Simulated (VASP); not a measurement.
Runs of VASP 6.6.1 on AgCl. The structure is that of space group Fm-3m (No. 225), or close to it. The cells are those of the table. 

```csv
task,cell,gap on the mesh (eV),pressure (GPa)
electric field gradients,"a = 3.935 Å, angles 60.0°, 2 atoms",0.64,(b)
electric field gradients,"a = 3.842 Å, angles 60.0°, 2 atoms",0.64,-2.7
electric field gradients,"a = 3.961 Å, angles 58.7°, 2 atoms",0.61,-5.6
single point,"a = 3.902 Å, angles 60.7°, 2 atoms",0.63,-5.6
single point,"a = 3.902, b = 3.902, c = 3.922 Å, angles 59.8, 59.8, 60.3°, 2 atoms",0.61,-5.2
electric field gradients,"a = 3.883 Å, angles 61.3°, 2 atoms",0.62,-5.6
single point,"a = 3.982 Å, angles 58.0°, 2 atoms",(a),-5.6
single point,"a = 3.896 Å, angles 60.0°, 2 atoms",0.64,-4.7
```

Alike in all rows: level LDA; potentials or basis VASP PAW LDA potentials, release 64 (Ag, Cl); no spin polarisation; k mesh 8 × 8 × 8; cutoff (eV) 520; smearing fermi-dirac 0.02 eV.

Question: Fill in the values left out.

Answer: (a) 0.60; (b) -6.0.

A k mesh can miss the band edges, and the runs leave out spin-orbit coupling on Ag.
